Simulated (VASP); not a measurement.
Crystal: As.

```
As
1.0
     1.79508    1.03639    5.05426
    -1.79508    1.03639    5.05426
     0.00000   -2.07278    5.05426
As
2
Direct
  0.78834 0.78834 0.78834
  0.21166 0.21166 0.21166
```

Base run:

```yaml
Program: VASP 6.6.1
Functional: r2SCAN
Potentials_or_basis: VASP PAW PBE potentials, release 64 (As)
Cutoff: 520 eV
k_mesh: 10 × 10 × 10
Occupations: fermi-dirac, width 1 eV
Spin: no spin polarisation
```

Its results: band gap on the k mesh 0.66 eV (least direct gap 1.22 eV); pressure 2.9 GPa; largest force 0.555 eV/Å.

Task: The run is repeated on the same cell with these changes: occupations from fermi-dirac, width 1 eV to methfessel-paxton, width 0.01 eV. What comes out?

Result: Band gap on the k mesh 0.60 eV (least direct gap 1.15 eV); pressure 0.1 GPa; largest force 0.062 eV/Å.

Caveats: the PAW data sets were made with another functional, which shifts forces and pressure a little.

A k mesh can miss the band edges.
